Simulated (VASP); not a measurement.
# C (P6_3/mmc) in VASP: settings compared

The runs below take C through single point, relaxation of cell and atoms, with r2SCAN, PBEsol+D3(BJ), PBEsol+D4.

Program: VASP 6.6.1. These are calculated values, not measurements. Logs are shortened: lines on timing, memory, paths and dates and some standing lists are left out, and cuts for length are marked.

## Step 1: The cell of the first run

It takes space group P6_3/mmc (No. 194, hexagonal). The conventional cell has a = 2.522 Å, b = 2.522 Å, c = 12.356 Å, α = 90.00°, β = 90.00°, γ = 120.00°. Within 2.1 Å of C (site symmetry 3m) lie 4 C at 1.54 Å. Within 2.1 Å of C (site symmetry 3m) lie 4 C at 1.54 Å. Within 2.1 Å of C (site symmetry 3m) lie 4 C at 1.54 Å.

## Step 2: Single point, r2SCAN

POSCAR reads:

```
C
1.0
    2.5221000000      0.0000000000      0.0000000000
   -1.2610500000      2.1842026709      0.0000000000
    0.0000000000      0.0000000000     12.3557000000
C
12
Direct
    0.6666666667      0.3333333333      0.3541700000
    0.3333333333      0.6666666667      0.8541700000
    0.6666666667      0.3333333333      0.1458300000
    0.3333333333      0.6666666667      0.6458300000
    0.6666666667      0.3333333333      0.4791700000
    0.3333333333      0.6666666667      0.9791700000
    0.6666666667      0.3333333333      0.0208300000
    0.3333333333      0.6666666667      0.5208300000
    0.0000000000      0.0000000000      0.8125000000
    0.0000000000      0.0000000000      0.3125000000
    0.0000000000      0.0000000000      0.6875000000
    0.0000000000      0.0000000000      0.1875000000
```

INCAR.step1 reads:

```
  ALGO = Normal
  EDIFF = 1E-4
  ENCUT = 520
  GGA = PE
  ISMEAR = -1
  LASPH = True
  LCHARG = False
  LREAL = False
  LWAVE = True
  NBANDS = 36
  NELM = 100
  PREC = Accurate
  SIGMA = 0.05
```

INCAR.step2 reads:

```
  ALGO = Normal
  EDIFF = 1E-6
  ENCUT = 520
  ISIF = 2
  ISMEAR = -1
  ISTART = 1
  LASPH = True
  LCHARG = False
  LMIXTAU = True
  LREAL = False
  LWAVE = False
  METAGGA = R2SCAN
  NBANDS = 36
  NELM = 100
  PREC = Accurate
  SIGMA = 0.05
```

KPOINTS reads:

```
k-points
0
Gamma
  12 12 3
```

Potentials or basis: VASP PAW PBE potentials, release 64 (C).

Started as:

```sh
$ cat potpaw_PBE.64/C/POTCAR > POTCAR
$ cp INCAR.step1 INCAR
$ mpirun -np 1 vasp_std > vasp.out
$ cp INCAR.step2 INCAR
$ mpirun -np 1 vasp_std > vasp.out
```

OUTCAR:

```text
EDIFF = 1E-6
   ENCUT = 520
   ISIF = 2
   ISMEAR = -1
   ISTART = 1
   LASPH = True
   LREAL = False
   METAGGA = R2SCAN
   NELM = 100
   PREC = Accurate

 ion  position               nearest neighbor table
   1  0.667  0.333  0.354-   5 1.54  10 1.54  10 1.54  10 1.54
   2  0.333  0.667  0.854-   6 1.54   9 1.54   9 1.54   9 1.54
   3  0.667  0.333  0.146-   7 1.54  12 1.54  12 1.54  12 1.54
   4  0.333  0.667  0.646-   8 1.54  11 1.54  11 1.54  11 1.54
   5  0.667  0.333  0.479-   8 1.54   8 1.54   8 1.54   1 1.54
   6  0.333  0.667  0.979-   7 1.54   7 1.54   7 1.54   2 1.54
   7  0.667  0.333  0.021-   6 1.54   6 1.54   6 1.54   3 1.54
   8  0.333  0.667  0.521-   5 1.54   5 1.54   5 1.54   4 1.54
   9  0.000  0.000  0.812-  11 1.54   2 1.54   2 1.54   2 1.54
  10  0.000  0.000  0.312-  12 1.54   1 1.54   1 1.54   1 1.54
  11  0.000  0.000  0.688-   9 1.54   4 1.54   4 1.54   4 1.54
  12  0.000  0.000  0.188-  10 1.54   3 1.54   3 1.54   3 1.54

  LATTYP: Found a hexagonal cell.
 ALAT       =     2.5221000000
 C/A-ratio  =     4.8989730780

  Lattice vectors:

 A1 = (   2.5221000000,   0.0000000000,   0.0000000000)
 A2 = (  -1.2610500000,   2.1842026709,   0.0000000000)
 A3 = (   0.0000000000,   0.0000000000,  12.3557000000)

Analysis of symmetry for initial positions (statically):
=====================================================================
 Subroutine PRICEL returns:
 Original cell was already a primitive cell.

 Routine SETGRP: Setting up the symmetry group for a
 hexagonal supercell.

 Subroutine GETGRP returns: Found 24 space group operations
 (whereof 12 operations were pure point group operations)
 out of a pool of 24 trial point group operations.

The static configuration has the point symmetry D_3d.
 The point group associated with its full space group is D_6h.

Analysis of symmetry for dynamics (positions and initial velocities):
=====================================================================
 Subroutine PRICEL returns:
 Original cell was already a primitive cell.

 Routine SETGRP: Setting up the symmetry group for a
 hexagonal supercell.

 Subroutine GETGRP returns: Found 24 space group operations
 (whereof 12 operations were pure point group operations)
 out of a pool of 24 trial point group operations.

The dynamic configuration has the point symmetry D_3d.
 The point group associated with its full space group is D_6h.

 Subroutine INISYM returns: Found 24 space group operations
 (whereof 12 operations are pure point group operations),
 and found     1 'primitive' translations

----------------------------------------------------------------------------------------

                                     Primitive cell

  volume of cell :      68.0648

  direct lattice vectors                    reciprocal lattice vectors
     2.522100000  0.000000000  0.000000000     0.396494984  0.228916486  0.000000000
    -1.261050000  2.184202671  0.000000000     0.000000000  0.457832972  0.000000000
     0.000000000  0.000000000 12.355700000     0.000000000  0.000000000  0.080934306

  length of vectors
     2.522100000  2.522100000 12.355700000     0.457832972  0.457832972  0.080934306

  position of ions in fractional coordinates (direct lattice)
     0.666666667  0.333333333  0.354170000
     0.333333333  0.666666667  0.854170000
     0.666666667  0.333333333  0.145830000
     0.333333333  0.666666667  0.645830000
     0.666666667  0.333333333  0.479170000
     0.333333333  0.666666667  0.979170000
     0.666666667  0.333333333  0.020830000
     0.333333333  0.666666667  0.520830000
     0.000000000  0.000000000  0.812500000
     0.000000000  0.000000000  0.312500000
     0.000000000  0.000000000  0.687500000
     0.000000000  0.000000000  0.187500000

  ion indices of the primitive-cell ions
   primitive index   ion index
                 1           1
                 2           2
                 3           3
                 4           4
                 5           5
                 6           6
                 7           7
                 8           8
                 9           9
                10          10
                11          11
                12          12

----------------------------------------------------------------------------------------

 KPOINTS: k-points

Automatic generation of k-mesh.
 Grid dimensions read from file:
 generate k-points for:   12   12    3

 Generating k-lattice:

  Cartesian coordinates                     Fractional coordinates (reciprocal lattice)
     0.033041249  0.019076374  0.000000000     0.083333333  0.000000000  0.000000000
     0.000000000  0.038152748  0.000000000     0.000000000  0.083333333  0.000000000
     0.000000000  0.000000000  0.026978102     0.000000000  0.000000000  0.333333333

  Length of vectors
     0.038152748  0.038152748  0.026978102

  Shift w.r.t. Gamma in fractional coordinates (k-lattice)
     0.000000000  0.000000000  0.000000000

 Subroutine IBZKPT returns following result:
 ===========================================

 Found     38 irreducible k-points:

 Following reciprocal coordinates:
            Coordinates               Weight
  0.000000  0.000000  0.000000      1.000000
  0.083333  0.000000  0.000000      6.000000
  0.166667  0.000000  0.000000      6.000000
  0.250000  0.000000  0.000000      6.000000
  0.333333  0.000000  0.000000      6.000000
  0.416667  0.000000  0.000000      6.000000
[... 16 lines left out ...]
  0.250000  0.000000  0.333333     12.000000
  0.333333  0.000000  0.333333     12.000000
 [... further k-points ...]
   k-points           NKPTS =     38   k-points in BZ     NKDIM =     38   number of bands    NBANDS=     36
   number of dos      NEDOS =    301   number of ions     NIONS =     12
   total plane-waves  NPLWV =  38400
   dimension x,y,z NGX =    20 NGY =   20 NGZ =   96
   dimension x,y,z NGXF=    40 NGYF=   40 NGZF=  192
   ions per type =              12
   NGX,Y,Z   is equivalent  to a cutoff of  13.18, 13.18, 12.92 a.u.
   NGXF,Y,Z  is equivalent  to a cutoff of  26.37, 26.37, 25.83 a.u.
 SYSTEM =  unknown system
   PREC   = accura    normal or accurate (medium, high low for compatibility)
   ISTART =      1    job   : 0-new  1-cont  2-samecut
   ICHARG =      0    charge: 1-file 2-atom 10-const
   ISPIN  =      1    spin polarized calculation?
   LNONCOLLINEAR =      F non collinear calculations
   LSORBIT =      F    spin-orbit coupling
   LASPH  =      T    aspherical Exc in radial PAW
   ENCUT  =  520.0 eV  38.22 Ry    6.18 a.u.   4.69  4.69 22.97*2*pi/ulx,y,z
   NELM   =    100;   NELMIN=  2; NELMDL=  0     # of ELM steps
   EDIFF  = 0.1E-05   stopping-criterion for ELM
   LREAL  =      F    real-space projection
[... 7 lines left out ...]
   TEBEG  =    0.0;   TEEND  =   0.0 temperature during run
   PSTRESS=    0.0 pullay stress
   NELECT =      48.0000    total number of electrons
   NUPDOWN=      -1.0000    fix difference up-down
   EMIN   =  10.00;   EMAX   =-10.00  energy-range for DOS
   EFERMI =   0.00;   METHOD = LEGACY
   ISMEAR =    -1;   SIGMA  =   0.05  broadening in eV -4-tet -1-fermi 0-gaus
   EFERMI_NEDOS =   21; number of points for ismear=-14 and -15
   IALGO  =     38    algorithm
   IMIX   =      4    mixing-type and parameters
     AMIX     =   0.40;   BMIX     =  1.00
     AMIX_MAG =   1.60;   BMIX_MAG =  1.00
  volume/ion in A,a.u.               =       5.67        38.28
  Fermi-wavevector in a.u.,A,eV,Ry     =   1.457184  2.753678 28.890408  2.123385
  Thomas-Fermi vector in A             =   2.574015
   LORBIT       =      0    0 simple, 1 ext, 2 COOP (PROOUT), +10 PAW based schemes
   METAGGA = R2SCAN    functional components
   LHFCALC =     F    Hartree Fock is set to
   AEXX    =    0.0000 exact exchange contribution
   IVDW    =     0    specifies the selected vdW correction
   LEPSILON=     F    determine dielectric tensor
   LRPA    =     F    only Hartree local field effects (RPA)
 non-spin polarized calculation
  energy-cutoff  :      520.00
  volume of cell :       68.06
 maximum number of plane-waves:      1852
 NGX is ok and might be reduce to    20
   NGX =  9   NGY =  9   NGZ = 45

 number of electron      47.9999995 magnetization

 Free energy of the ion-electron system (eV)
  ---------------------------------------------------
  ext. energy  EPLUGINS =         0.00000000
  ---------------------------------------------------
  free energy    TOTEN  =      -117.84311581 eV

  energy without entropy =     -117.84311581  energy(sigma->0) =     -117.84311581

 E-fermi :  10.7840     XC(G=0): -14.2557

 val. band max:        9.8110344104   @ k =   0.0000   0.0000   0.0000
 cond. band min:      14.3845993634   @ k =   0.3333   0.0000   0.0000
 fundamental gap:      4.5735649530
 Fermi energy:        10.7840011070

 k-point     1 :       0.0000    0.0000    0.0000
  band No.  band energies     occupation
      1     -12.9917      2.00000
      2     -12.2125      2.00000
      3     -12.1657      2.00000
      4      -9.8508      2.00000
      5      -9.8287      2.00000
      6      -7.0203      2.00000
[... 28 lines left out ...]
     35      18.1284      0.00000
     36      18.1284      0.00000

 k-point     2 :       0.0833    0.0000    0.0000
  band No.  band energies     occupation
      1     -12.8133      2.00000
      2     -12.0357      2.00000
      3     -11.9883      2.00000
      4      -9.6790      2.00000
      5      -9.6562      2.00000
      6      -6.8598      2.00000
[... 28 lines left out ...]
     35      18.6263      0.00000
     36      18.6800      0.00000

 k-point     3 :       0.1667    0.0000    0.0000
  band No.  band energies     occupation
      1     -12.2803      2.00000
      2     -11.5076      2.00000
      3     -11.4583      2.00000
      4      -9.1668      2.00000
      5      -9.1414      2.00000
      6      -6.3806      2.00000
[... 28 lines left out ...]
     35      18.9540      0.00000
     36      20.1332      0.00000

 k-point     4 :       0.2500    0.0000    0.0000
  band No.  band energies     occupation
      1     -11.3999      2.00000
      2     -10.6369      2.00000
      3     -10.5832      2.00000
      4      -8.3263      2.00000
      5      -8.2948      2.00000
      6      -5.5930      2.00000
[... 28 lines left out ...]
     35      19.6001      0.00000
     36      21.0273      0.00000

 k-point     5 :       0.3333    0.0000    0.0000
  band No.  band energies     occupation
      1     -10.1895      2.00000
      2      -9.4460      2.00000
      3      -9.3813      2.00000
      4      -7.1958      2.00000
      5      -7.1462      2.00000
      6      -4.5363      2.00000
[... 655 lines left out ...]
 k-point    22 :       0.1667    0.0000    0.3333
  band No.  band energies     occupation
      1     -12.1914      2.00000
      2     -11.9254      2.00000
      3     -10.8683      2.00000
      4     -10.0884      2.00000
      5      -8.0942      2.00000
      6      -7.0067      2.00000
[... 28 lines left out ...]
     35      19.1225      0.00000
     36      19.8756      0.00000

 k-point    23 :       0.2500    0.0000    0.3333
  band No.  band energies     occupation
      1     -11.3119      2.00000
      2     -11.0484      2.00000
      3     -10.0020      2.00000
      4      -9.2316      2.00000
      5      -7.2686      2.00000
      6      -6.2038      2.00000
[... 28 lines left out ...]
     35      20.0974      0.00000
     36      20.3712      0.00000

 k-point    24 :       0.3333    0.0000    0.3333
  band No.  band energies     occupation
      1     -10.1029      2.00000
      2      -9.8441      2.00000
      3      -8.8178      2.00000
      4      -8.0662      2.00000
      5      -6.1644      2.00000
      6      -5.1385      2.00000
[... 28 lines left out ...]
     35      19.3275      0.00000
     36      20.0998      0.00000

 [... further k-points ...]
[... 5 lines left out ...]
  --------------------------------------------------------------------------------------
  -------------------------------------------------------------------------------------
  Total       -1.6729280     -1.6729280      2.0359352      0.0000000      0.0000000      0.0000000
  in kB      -39.3790512    -39.3790512     47.9238778      0.0000000      0.0000000      0.0000000
  external PRESSURE =     -10.2780749 kB  Pullay stress =       0.0000000 kB

 VOLUME and BASIS-vectors are now :
 -----------------------------------------------------------------------------
  energy-cutoff  :      520.00
  volume of cell :       68.06
      direct lattice vectors                 reciprocal lattice vectors
     2.522100000  0.000000000  0.000000000     0.396494984  0.228916486  0.000000000
    -1.261050000  2.184202671  0.000000000     0.000000000  0.457832972  0.000000000
     0.000000000  0.000000000 12.355700000     0.000000000  0.000000000  0.080934306

 POSITION                                       TOTAL-FORCE (eV/Angst)
 -----------------------------------------------------------------------------------
      1.26105      0.72807      4.37602        -0.000000     -0.000000      0.339581
     -0.00000      1.45614     10.55387         0.000000      0.000000      0.339581
      1.26105      0.72807      1.80183         0.000000     -0.000000     -0.339581
     -0.00000      1.45614      7.97968         0.000000      0.000000     -0.339581
      1.26105      0.72807      5.92048         0.000000     -0.000000     -0.029357
     -0.00000      1.45614     12.09833        -0.000000      0.000000     -0.029357
      1.26105      0.72807      0.25737        -0.000000      0.000000      0.029357
     -0.00000      1.45614      6.43522        -0.000000      0.000000      0.029357
      0.00000      0.00000     10.03901         0.000000     -0.000000      0.344098
      0.00000      0.00000      3.86116        -0.000000      0.000000      0.344098
      0.00000      0.00000      8.49454         0.000000     -0.000000     -0.344098
      0.00000      0.00000      2.31669        -0.000000      0.000000     -0.344098
 -----------------------------------------------------------------------------------
    total drift:                               -0.000000      0.000000      0.000000

  FREE ENERGIE OF THE ION-ELECTRON SYSTEM (eV)
  ---------------------------------------------------
  free  energy   TOTEN  =      -117.8431158060 eV

  energy  without entropy=     -117.8431158059  energy(sigma->0) =     -117.84311581
```

Run time: 3.6 min. Hardware: 1 thread of AMD EPYC 9R45 (Zen 5), shared host; peak memory 0.19 GiB.

Results:

* Free energy: -117.8431 eV
* Pressure: -1.0 GPa
* Largest force: 0.344 eV/Å
* Band gap on the k mesh: 4.57 eV (least direct gap 5.53 eV)

Forces on the atoms (eV/Å):
```
C    0.000  0.000  0.340
C    0.000  0.000  0.340
C    0.000  0.000 -0.340
C    0.000  0.000 -0.340
C    0.000  0.000 -0.029
C    0.000  0.000 -0.029
C    0.000  0.000  0.029
C    0.000  0.000  0.029
C    0.000  0.000  0.344
C    0.000  0.000  0.344
C    0.000  0.000 -0.344
C    0.000  0.000 -0.344
```

Stress tensor (GPa, compression positive):
```
-3.94  0.00  0.00
 0.00 -3.94  0.00
 0.00  0.00  4.79
```

Caveat: the PAW data sets were made with another functional, which shifts forces and pressure a little; an odd mesh through Γ misses points on the zone boundary, where band edges can lie.

## Step 3: Single point, PBEsol+D3(BJ)

This run uses another cell than the first one, of 5.57 Å³/atom.

INCAR reads:

```
SYSTEM = C
ALGO = Normal ; EDIFF = 1E-6
ENCUT = 520 ; GGA = PS
ISIF = 2 ; ISMEAR = -1
IVDW = 12 ; LASPH = .True.
LCHARG = .False. ; LREAL = .False.
LWAVE = .False. ; NBANDS = 36
NELM = 100 ; PREC = Accurate
SIGMA = 0.05
```

KPOINTS reads:

```
k-points
0
Gamma
  12 12 3
  0 0 0
```

POSCAR reads:

```
C
1.0
    2.5007851011      0.0000000000      0.0000000000
   -1.2503925505      2.1657434270      0.0000000000
    0.0000000000      0.0000000000     12.3338914241
C
12
Direct
    0.6666666667      0.3333333333      0.3549251501
    0.3333333333      0.6666666667      0.8549251501
    0.6666666667      0.3333333333      0.1450748499
    0.3333333333      0.6666666667      0.6450748499
    0.6666666667      0.3333333333      0.4792295071
    0.3333333333      0.6666666667      0.9792295071
    0.6666666667      0.3333333333      0.0207704929
    0.3333333333      0.6666666667      0.5207704929
    0.0000000000      0.0000000000      0.8131282562
    0.0000000000      0.0000000000      0.3131282562
    0.0000000000      0.0000000000      0.6868717438
    0.0000000000      0.0000000000      0.1868717438
```

Potentials or basis: VASP PAW PBE potentials, release 64 (C).

Started as:

```sh
$ cat potpaw_PBE.64/C/POTCAR > POTCAR
$ mpirun -np 1 vasp_std > vasp.out
```

It took 35 s on 1 thread of Intel Xeon 6975P-C (Granite Rapids), shared host; peak memory 0.22 GiB.

Results (log left out):

* Free energy: -117.0070 eV
* Pressure: 1.1 GPa
* Largest force: 0.005 eV/Å
* Band gap on the k mesh: 4.38 eV (least direct gap 5.37 eV)
* Dispersion energy per atom: -0.132 eV

Forces in eV/Å, atoms in the order of the input:
```
C    0.000  0.000 -0.001
C    0.000  0.000 -0.001
C    0.000  0.000  0.001
C    0.000  0.000  0.001
C    0.000  0.000 -0.001
C    0.000  0.000 -0.001
C    0.000  0.000  0.001
C    0.000  0.000  0.001
C    0.000  0.000 -0.005
C    0.000  0.000 -0.005
C    0.000  0.000  0.005
C    0.000  0.000  0.005
```

Levels at points of the mesh, in eV from the valence-band top:
```
           k point  band 21  band 22  band 23  band 24  band 25  band 26  band 27  band 28
(0.00, 0.00, 0.00)    -1.00    -0.16     0.00     0.00     5.37     5.37     5.51     6.48
(0.50, 0.00, 0.00)    -4.18    -4.13    -3.71    -2.98     4.52     5.12     5.17     5.50
```

Caveat: the PAW data sets were made with another functional, which shifts forces and pressure a little; an odd mesh through Γ misses points on the zone boundary, where band edges can lie.

(Part 1 of 2 ends here.)
